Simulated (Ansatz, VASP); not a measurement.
**Two plane-wave programs on NaSnCl3**

INCAR

```
SYSTEM = NaSnCl3
ALGO = Normal ; EDIFF = 1E-6
ENCUT = 520 ; GGA = PE
ISIF = 2 ; ISMEAR = 0
LASPH = .True. ; LCHARG = .False.
LREAL = .False. ; LWAVE = .False.
NBANDS = 29 ; NELM = 60
PREC = Accurate ; SIGMA = 0.01
```

The input KPOINTS:

```
k-points
0
Gamma
  4 4 4
  0 0 0
```

POSCAR

```
NaSnCl3
1.0
    5.5052745450      0.0000000000      0.0000000000
    0.0000000000      5.5052745450      0.0000000000
    0.0000000000      0.0000000000      5.5052745450
Na Sn Cl
1 1 3
Direct
    0.0000000000      0.0000000000      0.0000000000
    0.5000000000      0.5000000000      0.5000000000
    0.5000000000      0.5000000000      0.0000000000
    0.5000000000      0.0000000000      0.5000000000
    0.0000000000      0.5000000000      0.5000000000
```

Input for Ansatz:

```yaml
crystal:
  lattice:
    - [5.505274545, 0.0, 0.0]
    - [0.0, 5.505274545, 0.0]
    - [0.0, 0.0, 5.505274545]
  atoms:
    - { symbol: Na, position: [0.0, 0.0, 0.0] }
    - { symbol: Sn, position: [0.5, 0.5, 0.5] }
    - { symbol: Cl, position: [0.5, 0.5, 0.0] }
    - { symbol: Cl, position: [0.5, 0.0, 0.5] }
    - { symbol: Cl, position: [0.0, 0.5, 0.5] }
kpoints:
  mp_grid: { grid: [4, 4, 4] }
hamiltonian:
  xc: pbe
scf:
  occupations: { method: fixed }
  n_extra_bands: 5
output:
  forces: true
  stress: true
  eigenvalues: true
```

Alike in both runs: task single point; functional PBE; k mesh 4 × 4 × 4; no spin polarisation.

```csv
,VASP,Ansatz
version,VASP 6.6.1,Ansatz 0.2.0
potentials or method,"VASP PAW PBE potentials, release 64 (Na_pv, Sn_d, Cl)","plane waves, PAW"
plane-wave cutoff (eV),520,420
occupations,"gaussian, width 0.01 eV",fixed
valence electrons in the cell,42,44
```

|  | VASP | Ansatz | Ansatz less VASP |
| --- | --- | --- | --- |
| gap on the k mesh at the Fermi level (eV) | 0.52 | 0.52 | +0.004 |
| pressure (GPa) | 0.9 | 0.9 | +0.04 |

VASP's potentials hold 42 valence electrons a cell and Ansatz's 44, so a difference there can come from the potentials and not from the codes.
